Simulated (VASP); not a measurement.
A run of VASP 6.6.1:

File INCAR:

```
SYSTEM = Ni3Ge
  PREC = Accurate
  ENCUT = 520
  EDIFF = 1E-7
  ISMEAR = 0
  SIGMA = 0.15
  LREAL = .False.
  LASPH = .True.
  NELM = 150
  ALGO = Fast
  ISIF = 2
  LWAVE = .False.
  LCHARG = .False.
  ISPIN = 2
  MAGMOM = 0.875 0.875 0.875 0
  LORBIT = 11
  NUPDOWN = 2.625
  LMAXMIX = 4
  GGA = CA
  NBANDS = 34
```

KPOINTS

```
Automatic mesh
0
Gamma
  12 12 12
  0 0 0
```

POSCAR

```
Ni3Ge
1.0
    3.3431134987      0.0000000000      0.0000000000
    0.0000000000      3.3431134987      0.0000000000
    0.0000000000      0.0000000000      3.3431134987
Ni Ge
3 1
Direct
    0.5000000000      0.0000000000      0.5000000000
    0.0000000000      0.5000000000      0.5000000000
    0.5000000000      0.5000000000      0.0000000000
    0.0000000000      0.0000000000      0.0000000000
```

Potentials or basis: VASP PAW LDA potentials, release 64 (Ni, Ge_d).

Command:

```sh
$ cat potpaw_LDA.64/Ni/POTCAR potpaw_LDA.64/Ge_d/POTCAR > POTCAR
$ mpirun -np 1 vasp_std > vasp.out
```

Hardware: 1 thread of Oxide Virtual Turin-like Processor, on a shared host.

Question: Estimate the wall time of this run.

Answer: Run time: 3.4 min on 1 thread of Oxide Virtual Turin-like Processor, on a shared host, peak memory 0.23 GiB. Counts: scf iterations 16, k points 84.
